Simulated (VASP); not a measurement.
# C in VASP: notebook

Runs on C. Level: PBEsol. Tasks: single point.

Everything below comes from runs of VASP 6.6.1. Logs are shortened: lines on timing, memory, paths and dates and some standing lists are left out, and cuts for length are marked.

## 1. The cell of the first run

The cell holds a slab with vacuum, 6 atoms: a = 2.513 Å, b = 2.513 Å, c = 13.283 Å, α = 90.00°, β = 90.00°, γ = 90.00°.

## 2. Single point, PBEsol

Contents of INCAR:

```
SYSTEM = C
PREC = Accurate
ENCUT = 520
EDIFF = 1E-6
ISMEAR = -1
SIGMA = 0.02
LREAL = .False.
LASPH = .True.
NELM = 80
ALGO = Normal
ISIF = 2
LWAVE = .False.
LCHARG = .False.
LDIPOL = .True.
IDIPOL = 3
DIPOL = 0.5 0.5 0.500
GGA = PS
NBANDS = 21
```

Contents of KPOINTS:

```
regular mesh
0
Gamma
  12 12 1
  0 0 0
```

Contents of POSCAR:

```
C
1.0
    2.5129241670      0.0000000000      0.0000000000
    0.0000000000      2.5129241670      0.0000000000
    0.0000000000      0.0000000000     13.2833000000
C
6
Direct
    0.7500000000      0.0000000000      0.3387715126
    0.2500000000      0.0000000000      0.3970774900
    0.2500000000      0.5000000000      0.4677131845
    0.7500000000      0.5000000000      0.5322868168
    0.7500000000      0.0000000000      0.6029225097
    0.2500000000      0.0000000000      0.6612284874
```

Potentials or basis: VASP PAW PBE potentials, release 64 (C).

On the command line:

```sh
cat potpaw_PBE.64/C/POTCAR > POTCAR
mpirun -np 1 vasp_std > vasp.out
```

OUTCAR:

```text
SYSTEM = C
   PREC = Accurate
   ENCUT = 520
   EDIFF = 1E-6
   ISMEAR = -1
   LREAL = .False.
   LASPH = .True.
   NELM = 80
   ISIF = 2
   GGA = PS

 ion  position               nearest neighbor table
   1  0.750  0.000  0.339-   2 1.48   2 1.48
   2  0.250  0.000  0.397-   1 1.48   1 1.48   3 1.57   3 1.57
   3  0.250  0.500  0.468-   4 1.52   4 1.52   2 1.57   2 1.57
   4  0.750  0.500  0.532-   3 1.52   3 1.52   5 1.57   5 1.57
   5  0.750  0.000  0.603-   6 1.48   6 1.48   4 1.57   4 1.57
   6  0.250  0.000  0.661-   5 1.48   5 1.48

  LATTYP: Found a simple tetragonal cell.
 ALAT       =     2.5129241670
 C/A-ratio  =     5.2859931766

  Lattice vectors:

 A1 = (   2.5129241670,   0.0000000000,   0.0000000000)
 A2 = (   0.0000000000,   2.5129241670,   0.0000000000)
 A3 = (   0.0000000000,   0.0000000000,  13.2833000000)

Analysis of symmetry for initial positions (statically):
=====================================================================
 Subroutine PRICEL returns:
 Original cell was already a primitive cell.

 Routine SETGRP: Setting up the symmetry group for a
 simple tetragonal supercell.

 Subroutine GETGRP returns: Found  8 space group operations
 (whereof  4 operations were pure point group operations)
 out of a pool of 16 trial point group operations.

The static configuration has the point symmetry C_2h.
 The point group associated with its full space group is D_2h.

Analysis of symmetry for dynamics (positions and initial velocities):
=====================================================================
 Subroutine PRICEL returns:
 Original cell was already a primitive cell.

 Routine SETGRP: Setting up the symmetry group for a
 simple tetragonal supercell.

 Subroutine GETGRP returns: Found  8 space group operations
 (whereof  4 operations were pure point group operations)
 out of a pool of 16 trial point group operations.

The dynamic configuration has the point symmetry C_2h.
 The point group associated with its full space group is D_2h.

 Subroutine INISYM returns: Found  8 space group operations
 (whereof  4 operations are pure point group operations),
 and found     1 'primitive' translations

----------------------------------------------------------------------------------------

                                     Primitive cell

  volume of cell :      83.8812

  direct lattice vectors                    reciprocal lattice vectors
     2.512924167  0.000000000  0.000000000     0.397942768  0.000000000  0.000000000
     0.000000000  2.512924167  0.000000000     0.000000000  0.397942768  0.000000000
     0.000000000  0.000000000 13.283300000     0.000000000  0.000000000  0.075282498

  length of vectors
     2.512924167  2.512924167 13.283300000     0.397942768  0.397942768  0.075282498

  position of ions in fractional coordinates (direct lattice)
     0.750000000  0.000000000  0.338771513
     0.250000000  0.000000000  0.397077490
     0.250000000  0.500000000  0.467713184
     0.750000000  0.500000000  0.532286817
     0.750000000  0.000000000  0.602922510
     0.250000000  0.000000000  0.661228487

  ion indices of the primitive-cell ions
   primitive index   ion index
                 1           1
                 2           2
                 3           3
                 4           4
                 5           5
                 6           6

----------------------------------------------------------------------------------------

 KPOINTS: regular mesh

Automatic generation of k-mesh.
 Grid dimensions read from file:
 generate k-points for:   12   12    1

 Generating k-lattice:

  Cartesian coordinates                     Fractional coordinates (reciprocal lattice)
     0.033161897  0.000000000  0.000000000     0.083333333  0.000000000  0.000000000
     0.000000000  0.033161897  0.000000000     0.000000000  0.083333333  0.000000000
     0.000000000  0.000000000  0.075282498     0.000000000  0.000000000  1.000000000

  Length of vectors
     0.033161897  0.033161897  0.075282498

  Shift w.r.t. Gamma in fractional coordinates (k-lattice)
     0.000000000  0.000000000  0.000000000

 Subroutine IBZKPT returns following result:
 ===========================================

 Found     49 irreducible k-points:

 Following reciprocal coordinates:
            Coordinates               Weight
  0.000000  0.000000  0.000000      1.000000
  0.083333  0.000000  0.000000      2.000000
  0.000000  0.083333  0.000000      2.000000
  0.166667  0.000000  0.000000      2.000000
  0.000000  0.166667  0.000000      2.000000
  0.250000  0.000000  0.000000      2.000000
[... 16 lines left out ...]
  0.500000  0.083333  0.000000      2.000000
 -0.083333  0.500000  0.000000      2.000000
 [... further k-points ...]
   k-points           NKPTS =     49   k-points in BZ     NKDIM =     49   number of bands    NBANDS=     21
   number of dos      NEDOS =    301   number of ions     NIONS =      6
   total plane-waves  NPLWV =  40000
   dimension x,y,z NGX =    20 NGY =   20 NGZ =  100
   dimension x,y,z NGXF=    40 NGYF=   40 NGZF=  200
   ions per type =               6
   NGX,Y,Z   is equivalent  to a cutoff of  13.23, 13.23, 12.52 a.u.
   NGXF,Y,Z  is equivalent  to a cutoff of  26.46, 26.46, 25.03 a.u.
 SYSTEM =  C
   PREC   = accura    normal or accurate (medium, high low for compatibility)
   ISTART =      0    job   : 0-new  1-cont  2-samecut
   ICHARG =      2    charge: 1-file 2-atom 10-const
   ISPIN  =      1    spin polarized calculation?
   LNONCOLLINEAR =      F non collinear calculations
   LSORBIT =      F    spin-orbit coupling
   LASPH  =      T    aspherical Exc in radial PAW
   ENCUT  =  520.0 eV  38.22 Ry    6.18 a.u.   4.67  4.67 24.70*2*pi/ulx,y,z
   NELM   =     80;   NELMIN=  2; NELMDL= -5     # of ELM steps
   EDIFF  = 0.1E-05   stopping-criterion for ELM
   LREAL  =      F    real-space projection
   EDIFFG = 0.1E-04   stopping-criterion for IOM
   NSW    =      0    number of steps for IOM
   IBRION =     -1    ionic relax: 0-MD 1-quasi-New 2-CG
   NFREE  =      0    steps in history (QN), initial steepest desc. (CG)
   ISIF   =      2    stress and relaxation
   ISYM   =      2    0-nonsym 1-usesym 2-fastsym
   POTIM  = 0.5000    time-step for ionic-motion
   TEBEG  =    0.0;   TEEND  =   0.0 temperature during run
   PSTRESS=    0.0 pullay stress
   NELECT =      24.0000    total number of electrons
   NUPDOWN=      -1.0000    fix difference up-down
   EMIN   =  10.00;   EMAX   =-10.00  energy-range for DOS
   EFERMI =   0.00;   METHOD = LEGACY
   ISMEAR =    -1;   SIGMA  =   0.02  broadening in eV -4-tet -1-fermi 0-gaus
   EFERMI_NEDOS =   21; number of points for ismear=-14 and -15
   IALGO  =     38    algorithm
   IMIX   =      4    mixing-type and parameters
     AMIX     =   0.40;   BMIX     =  1.00
     AMIX_MAG =   1.60;   BMIX_MAG =  1.00
  volume/ion in A,a.u.               =      13.98        94.34
  Fermi-wavevector in a.u.,A,eV,Ry     =   1.078757  2.038555 15.833329  1.163717
  Thomas-Fermi vector in A             =   2.214704
   LORBIT       =      0    0 simple, 1 ext, 2 COOP (PROOUT), +10 PAW based schemes
   GGA     = PS    functional components
   LHFCALC =     F    Hartree Fock is set to
   AEXX    =    0.0000 exact exchange contribution
   IVDW    =     0    specifies the selected vdW correction
   LEPSILON=     F    determine dielectric tensor
   LRPA    =     F    only Hartree local field effects (RPA)
 non-spin polarized calculation
  energy-cutoff  :      520.00
  volume of cell :       83.88
 maximum number of plane-waves:      2293
   NGX =  9   NGY =  9   NGZ = 49

 number of electron      24.0000002 magnetization

 dipolmoment           0.000000      0.000000     -0.000000 electrons x Angstroem

 Free energy of the ion-electron system (eV)
  ---------------------------------------------------
  ext. energy  EPLUGINS =         0.00000000
  ---------------------------------------------------
  free energy    TOTEN  =       -50.79269016 eV

  energy without entropy =      -50.78985364  energy(sigma->0) =      -50.79127190

 E-fermi :  -0.2817     XC(G=0):  -6.9645

 val. band max:       -0.2881835653   @ k =   0.4167   0.4167   0.0000
 cond. band min:      -0.2407761149   @ k =  -0.0833   0.5000   0.0000
 fundamental gap:      0.0474074504
 Fermi energy:        -0.2816731001

 k-point     1 :       0.0000    0.0000    0.0000
  band No.  band energies     occupation
      1     -21.3494      2.00000
      2     -18.7794      2.00000
      3     -14.8036      2.00000
      4      -9.8491      2.00000
      5      -6.5765      2.00000
      6      -5.8788      2.00000
[... 13 lines left out ...]
     20       7.9045      0.00000
     21       8.0389      0.00000

 k-point     2 :       0.0833    0.0000    0.0000
  band No.  band energies     occupation
      1     -21.2219      2.00000
      2     -18.6584      2.00000
      3     -14.6881      2.00000
      4      -9.8454      2.00000
      5      -7.1773      2.00000
      6      -5.7737      2.00000
[... 13 lines left out ...]
     20       7.8630      0.00000
     21       8.6466      0.00000

 k-point     3 :       0.0000    0.0833    0.0000
  band No.  band energies     occupation
      1     -21.2217      2.00000
      2     -18.6600      2.00000
      3     -14.7256      2.00000
      4      -9.7859      2.00000
      5      -6.7376      2.00000
      6      -6.4825      2.00000
[... 13 lines left out ...]
     20       7.9689      0.00000
     21       8.4000      0.00000
[... 457 lines left out ...]
 k-point    23 :       0.5000    0.0833    0.0000
  band No.  band energies     occupation
      1     -16.8901      2.00000
      2     -16.8901      2.00000
      3     -13.9068      2.00000
      4     -13.9068      2.00000
      5     -10.6787      2.00000
      6     -10.6787      2.00000
[... 13 lines left out ...]
     20       9.5589      0.00000
     21      11.4612      0.00000

 k-point    24 :      -0.0833    0.5000    0.0000
  band No.  band energies     occupation
      1     -16.9492      2.00000
      2     -16.7622      2.00000
      3     -15.6128      2.00000
      4     -12.3010      2.00000
      5     -10.5802      2.00000
      6      -7.8344      2.00000
[... 13 lines left out ...]
     20      10.5600      0.00000
     21      11.1797      0.00000

 [... further k-points ...]

------------------------ aborting loop because EDIFF is reached ----------------------------------------

 vacuum level on the upper side and lower side of the slab       (xc-potential included)        -0.435        -0.435

  FORCE on cell =-STRESS in cart. coord.  units (eV):
  Direction    XX          YY          ZZ          XY          YZ          ZX
  --------------------------------------------------------------------------------------
  -------------------------------------------------------------------------------------
  Total       -0.4202074     -6.4715251      0.1945920      0.0000000      0.0000000     -0.0000000
  in kB       -8.0261909   -123.6096773      3.7168146      0.0000000      0.0000000     -0.0000000
  external PRESSURE =     -42.6396845 kB  Pullay stress =       0.0000000 kB

 VOLUME and BASIS-vectors are now :
 -----------------------------------------------------------------------------
  energy-cutoff  :      520.00
  volume of cell :       83.88
      direct lattice vectors                 reciprocal lattice vectors
     2.512924167  0.000000000  0.000000000     0.397942768  0.000000000  0.000000000
     0.000000000  2.512924167  0.000000000     0.000000000  0.397942768  0.000000000
     0.000000000  0.000000000 13.283300000     0.000000000  0.000000000  0.075282498

 POSITION                                       TOTAL-FORCE (eV/Angst)
 -----------------------------------------------------------------------------------
      1.88469      0.00000      4.50000        -0.000000     -0.000000     -0.060314
      0.62823      0.00000      5.27450        -0.000000      0.000000      0.012283
      0.62823      1.25646      6.21277         0.000000     -0.000000     -0.008465
      1.88469      1.25646      7.07053        -0.000000      0.000000      0.008465
      1.88469      0.00000      8.00880        -0.000000      0.000000     -0.012283
      0.62823      0.00000      8.78330        -0.000000      0.000000      0.060314
 -----------------------------------------------------------------------------------
    total drift:                                0.000000     -0.000000     -0.000010

  FREE ENERGIE OF THE ION-ELECTRON SYSTEM (eV)
  ---------------------------------------------------
  free  energy   TOTEN  =       -50.7926901650 eV

  energy  without entropy=      -50.7898536414  energy(sigma->0) =      -50.79127190

 vacuum level on the upper side and lower side of the slab         6.511         6.511
```

Run time: 92 s. Hardware: 1 thread of Intel Xeon Platinum 8259CL at 2.50GHz (Skylake/Cascade Lake), shared host; peak memory 0.21 GiB.

What came out:

```yaml
Free_energy: -50.7927 eV
Largest_force: 0.060 eV/Å
Band_gap_on_the_k_mesh: zero (band 12 reaches 0.11 eV, above the bottom of band 13 at -0.64 eV)
```

Forces in eV/Å, atoms in the order of the input:
```
C    0.000  0.000 -0.060
C    0.000  0.000  0.012
C    0.000  0.000 -0.008
C    0.000  0.000  0.008
C    0.000  0.000 -0.012
C    0.000  0.000  0.060
```

Levels at points of the mesh, in eV from the Fermi level:
```tsv
k point	band 9	band 10	band 11	band 12	band 13	band 14	band 15	band 16
(0.00, 0.00, 0.00)	-3.09	-2.04	-0.79	0.39	2.36	4.45	4.64	4.96
(0.50, 0.00, 0.00)	-2.79	-2.79	-1.28	-1.28	3.94	3.94	8.24	8.24
(0.00, 0.50, 0.00)	-3.60	-3.58	-1.53	-0.04	0.28	1.03	7.79	8.87
(0.50, 0.50, 0.00)	-7.06	-7.06	-1.94	-1.94	-0.19	-0.19	7.18	7.18
```

Caveat: the PAW data sets were made with another functional, which shifts forces and pressure a little.

## 3. Single point, PBEsol

Contents of INCAR:

```
PREC = Accurate
ENCUT = 520
EDIFF = 1E-6
ISMEAR = -1
SIGMA = 0.02
LREAL = F
LASPH = T
NELM = 100
ALGO = Normal
ISIF = 2
LWAVE = F
LCHARG = F
LDIPOL = T
IDIPOL = 3
DIPOL = 0.5 0.5 0.500
GGA = PS
NBANDS = 21
```

Contents of KPOINTS:

```
Automatic mesh
0
Gamma
  12 12 1
```

POSCAR is that of step 2.

Potentials or basis: VASP PAW PBE potentials, release 64 (C).

On the command line:

```sh
cat potpaw_PBE.64/C/POTCAR > POTCAR
mpirun -np 1 vasp_std > vasp.out
```

OUTCAR:

```text
PREC = Accurate
   ENCUT = 520
   EDIFF = 1E-6
   ISMEAR = -1
   LREAL = F
   LASPH = T
   NELM = 100
   ISIF = 2
   GGA = PS

 ion  position               nearest neighbor table
   1  0.750  0.000  0.339-   2 1.48   2 1.48
   2  0.250  0.000  0.397-   1 1.48   1 1.48   3 1.57   3 1.57
   3  0.250  0.500  0.468-   4 1.52   4 1.52   2 1.57   2 1.57
   4  0.750  0.500  0.532-   3 1.52   3 1.52   5 1.57   5 1.57
   5  0.750  0.000  0.603-   6 1.48   6 1.48   4 1.57   4 1.57
   6  0.250  0.000  0.661-   5 1.48   5 1.48

  LATTYP: Found a simple tetragonal cell.
 ALAT       =     2.5129241670
 C/A-ratio  =     5.2859931766

  Lattice vectors:

 A1 = (   2.5129241670,   0.0000000000,   0.0000000000)
 A2 = (   0.0000000000,   2.5129241670,   0.0000000000)
 A3 = (   0.0000000000,   0.0000000000,  13.2833000000)

Analysis of symmetry for initial positions (statically):
=====================================================================
 Subroutine PRICEL returns:
 Original cell was already a primitive cell.

 Routine SETGRP: Setting up the symmetry group for a
 simple tetragonal supercell.
[... 186 lines left out ...]
  band No.  band energies     occupation
      1     -21.3494      2.00000
      2     -18.7794      2.00000
      3     -14.8036      2.00000
      4      -9.8491      2.00000
      5      -6.5765      2.00000
      6      -5.8788      2.00000
[... 565 lines left out ...]
     20      10.5600      0.00000
     21      11.1797      0.00000

 [... further k-points ...]

------------------------ aborting loop because EDIFF is reached ----------------------------------------

 vacuum level on the upper side and lower side of the slab       (xc-potential included)        -0.435        -0.435

  FORCE on cell =-STRESS in cart. coord.  units (eV):
  Direction    XX          YY          ZZ          XY          YZ          ZX
  --------------------------------------------------------------------------------------
  -------------------------------------------------------------------------------------
  Total       -0.4202074     -6.4715251      0.1945920      0.0000000      0.0000000     -0.0000000
  in kB       -8.0261909   -123.6096773      3.7168146      0.0000000      0.0000000     -0.0000000
  external PRESSURE =     -42.6396845 kB  Pullay stress =       0.0000000 kB

 VOLUME and BASIS-vectors are now :
 -----------------------------------------------------------------------------
  energy-cutoff  :      520.00
  volume of cell :       83.88
      direct lattice vectors                 reciprocal lattice vectors
     2.512924167  0.000000000  0.000000000     0.397942768  0.000000000  0.000000000
     0.000000000  2.512924167  0.000000000     0.000000000  0.397942768  0.000000000
     0.000000000  0.000000000 13.283300000     0.000000000  0.000000000  0.075282498

 POSITION                                       TOTAL-FORCE (eV/Angst)
 -----------------------------------------------------------------------------------
      1.88469      0.00000      4.50000        -0.000000     -0.000000     -0.060314
      0.62823      0.00000      5.27450        -0.000000      0.000000      0.012283
      0.62823      1.25646      6.21277         0.000000     -0.000000     -0.008465
      1.88469      1.25646      7.07053        -0.000000      0.000000      0.008465
      1.88469      0.00000      8.00880        -0.000000      0.000000     -0.012283
      0.62823      0.00000      8.78330        -0.000000      0.000000      0.060314
 -----------------------------------------------------------------------------------
    total drift:                                0.000000     -0.000000     -0.000010

  FREE ENERGIE OF THE ION-ELECTRON SYSTEM (eV)
  ---------------------------------------------------
  free  energy   TOTEN  =       -50.7926901650 eV

  energy  without entropy=      -50.7898536414  energy(sigma->0) =      -50.79127190

 vacuum level on the upper side and lower side of the slab         6.511         6.511
```

stdout:

```text
POSCAR found type information on POSCAR C
 POSCAR found :  1 types and       6 ions
 scaLAPACK will be used
 -----------------------------------------------------------------------------
|                                                                             |
|                                                                             |
|     You enforced a specific xc type in the INCAR file but a different       |
|     I HOPE YOU KNOW WHAT YOU ARE DOING!                                     |
|                                                                             |
 -----------------------------------------------------------------------------

 LDA part: xc-table for (Slater+PW92), standard interpolation
 POSCAR, INCAR and KPOINTS ok, starting setup
 FFT: planning ... GRIDC
 FFT: planning ... GRID_SOFT
 FFT: planning ... GRID
 WAVECAR not read
 entering main loop
```

Run time: 91 s. Hardware: 1 thread of Intel Xeon Platinum 8259CL at 2.50GHz (Skylake/Cascade Lake), shared host; peak memory 0.21 GiB.

Results:

* Free energy: -50.7927 eV
* Largest force: 0.060 eV/Å
* Band gap on the k mesh: zero (band 12 reaches 0.11 eV, above the bottom of band 13 at -0.64 eV)

Forces in eV/Å, atoms in the order of the input:
```
C    0.000  0.000 -0.060
C    0.000  0.000  0.012
C    0.000  0.000 -0.008
C    0.000  0.000  0.008
C    0.000  0.000 -0.012
C    0.000  0.000  0.060
```

Levels at points of the mesh, in eV from the Fermi level:
| k point | band 9 | band 10 | band 11 | band 12 | band 13 | band 14 | band 15 | band 16 |
| --- | --- | --- | --- | --- | --- | --- | --- | --- |
| (0.00, 0.00, 0.00) | -3.09 | -2.04 | -0.79 | 0.39 | 2.36 | 4.45 | 4.64 | 4.96 |
| (0.50, 0.00, 0.00) | -2.79 | -2.79 | -1.28 | -1.28 | 3.94 | 3.94 | 8.24 | 8.24 |
| (0.00, 0.50, 0.00) | -3.60 | -3.58 | -1.53 | -0.04 | 0.28 | 1.03 | 7.79 | 8.87 |
| (0.50, 0.50, 0.00) | -7.06 | -7.06 | -1.94 | -1.94 | -0.19 | -0.19 | 7.18 | 7.18 |

Caveat: the PAW data sets were made with another functional, which shifts forces and pressure a little.
